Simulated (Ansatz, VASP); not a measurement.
# One calculation of MoPt2, two programs

File INCAR:

```
SYSTEM = MoPt2
ALGO = Normal ; EDIFF = 1E-8
ENCUT = 520 ; ISIF = 2
ISMEAR = -1 ; LASPH = .TRUE.
LCHARG = .FALSE. ; LEFG = .TRUE.
LREAL = .FALSE. ; LWAVE = .FALSE.
NBANDS = 24 ; NELM = 60
PREC = Accurate ; SIGMA = 0.05
```

File KPOINTS:

```
k-points
0
G
  13 13 13
  0 0 0
```

File POSCAR:

```
MoPt2
1.0
   -1.3740000000      1.9575000000      4.1190000000
    1.3740000000     -1.9575000000      4.1190000000
    1.3740000000      1.9575000000     -4.1190000000
Mo Pt
1 2
Direct
    0.0000000000      0.0000000000      0.0000000000
    0.6470000000      0.6470000000      0.0000000000
    0.3530000000      0.3530000000      0.0000000000
```

Input for Ansatz:

```yaml
crystal:
  lattice:
    - [-1.374, 1.9575, 4.119]
    - [1.374, -1.9575, 4.119]
    - [1.374, 1.9575, -4.119]
  atoms:
    - { symbol: Mo, position: [0.0, 0.0, 0.0] }
    - { symbol: Pt, position: [0.647, 0.647, 0.0] }
    - { symbol: Pt, position: [0.353, 0.353, 0.0] }
kpoints:
  mp_grid: { grid: [13, 13, 13] }
scf:
  occupations: { method: fermi_dirac, width: 0.05 }
hamiltonian:
  xc: lda
  pseudopotentials: { kind: paw }
output:
  forces: true
  stress: true
  eigenvalues: true
  efg: { contact_densities: true }
  populations: true
  write_density: true
  write_potential: true
  elf: true
  volumetric_format: npy
```

Change from the starting cell: shortest bond scaled by 1, PAW files.

Alike in both runs: task electric field gradients; functional LDA; k mesh 13 × 13 × 13; occupations fermi-dirac, width 0.05 eV; no spin polarisation.

|  | VASP | Ansatz |
| --- | --- | --- |
| version | VASP 6.6.1 | Ansatz 0.2.0 |
| potentials or method | VASP PAW LDA potentials, release 64 (Mo_sv, Pt) | PAW with Ansatz's default frozen-core files, scalar-relativistic |
| plane-wave cutoff (eV) | 520 | 420 |
| valence electrons in the cell | 34 | 50 |

Ansatz gave:

- pressure (GPa): 5.8
- traceless stress, the component that is largest in VASP (GPa): 15.38
- rms of the force components (eV/Å): 2.241
- size of Vzz on the site where it differs most (V/Å²): 89.1

Which values does VASP return?

Pressure (GPa): 6.8; traceless stress, the component that is largest in VASP (GPa): 15.18; rms of the force components (eV/Å): 2.252; size of Vzz on the site where it differs most (V/Å²): 140.6.

LDA's correlation is that of Perdew and Zunger in VASP and of Perdew and Wang (1992) in Ansatz. Atom by atom the forces differ by 0.011 eV/Å (rms over components). One of these differences is far larger than is usual between the two programs; its cause wasn't traced. VASP's potentials hold 34 valence electrons a cell and Ansatz's 50, so a difference there can come from the potentials and not from the codes.

Neither program's run includes spin-orbit coupling.
